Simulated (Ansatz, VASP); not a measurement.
## One calculation of ZrS, two programs

File INCAR:

```
ALGO = Normal ; EDIFF = 1E-6
ENCUT = 520 ; GGA = PS
ISIF = 2 ; ISMEAR = 0
LASPH = T ; LCHARG = F
LREAL = F ; LWAVE = F
NBANDS = 16 ; NELM = 100
PREC = Accurate ; SIGMA = 0.15
```

File KPOINTS:

```
k-points
0
Gamma
  22 22 22
```

POSCAR

```
ZrS
1.0
    0.0000000000      2.3667694650      3.0768003046
    2.3667694650      0.0000000000      3.0768003046
    2.3667694650      2.3667694650      0.0000000000
Zr S
1 1
Direct
    0.0000000000      0.0000000000      0.0000000000
    0.5000000000      0.5000000000      0.5000000000
```

Input for Ansatz:

```yaml
crystal:
  lattice:
    - [0.0, 2.366769465, 3.0768003046]
    - [2.366769465, 0.0, 3.0768003046]
    - [2.366769465, 2.366769465, 0.0]
  atoms:
    - { symbol: Zr, position: [0.0, 0.0, 0.0] }
    - { symbol: S, position: [0.5, 0.5, 0.5] }
basis:
  ecutwfc: 420
kpoints:
  mp_grid: { grid: [22, 22, 22] }
hamiltonian:
  xc: pbesol
scf:
  occupations: { method: gaussian, width: 0.15 }
output:
  forces: true
  stress: true
  eigenvalues: true
```

Alike in both runs: task single point; functional PBEsol; k mesh 22 × 22 × 22; occupations gaussian, width 0.15 eV; no spin polarisation.

```csv
,VASP,Ansatz
version,VASP 6.6.1,Ansatz 0.2.0
potentials or method,"VASP PAW PBE potentials, release 64 (Zr_sv, S), cutoff 520 eV","scalar-relativistic, plane waves, PAW"
valence electrons in the cell,18,18
```

|  | VASP | Ansatz | Ansatz less VASP |
| --- | --- | --- | --- |
| gap on the k mesh at the Fermi level (eV) | none | none | - |
| pressure (GPa) | 23.1 | 22.8 | -0.24 |
| traceless stress, the component that is largest in VASP (GPa) | -38.27 | -38.07 | +0.201 |

VASP's potentials were made for PBE, not for PBEsol. A gap of «none» marks a metal or a gap that the smearing closes. With one functional, cell and mesh, what is left measures potentials, basis and numerics.
